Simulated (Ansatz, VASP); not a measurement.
## One calculation of C, two programs

```xyz
1
Lattice="2.2027 -3.7919 0.0000 2.2027 3.7919 0.0000 0.0000 0.0000 1.2823" Properties=species:S:1:pos:R:3 pbc="T T T"
C     0.0000    0.0000    0.0000
```

Alike in both runs: task relaxation of cell and atoms; functional PBE; k mesh 14 × 14 × 42; occupations gaussian, width 0.1 eV; no spin polarisation.

|  | VASP | Ansatz |
| --- | --- | --- |
| version | VASP 6.6.1 | Ansatz 0.2.0 |
| potentials or method | VASP PAW PBE potentials, release 64 (C), cutoff 600 eV | scalar-relativistic, plane waves, PAW |
| valence electrons in the cell | 4 | 4 |

Ansatz gave:

| Property | Result |
| --- | --- |
| gap on the k mesh at the Fermi level, each at its own relaxed structure (eV) | none |
| relaxed volume (Å³/atom) | 21.42 |
| relaxed cell length with the largest relative difference (Å) | 4.385 |

Problem. Which values does VASP return?

Solution. gap on the k mesh at the Fermi level, each at its own relaxed structure (eV): none; relaxed volume (Å³/atom): 20.05; relaxed cell length with the largest relative difference (Å): 4.246.

A gap of «none» marks a metal or a gap that the smearing closes. One of these differences is far larger than is usual between the two programs; its cause wasn't traced.
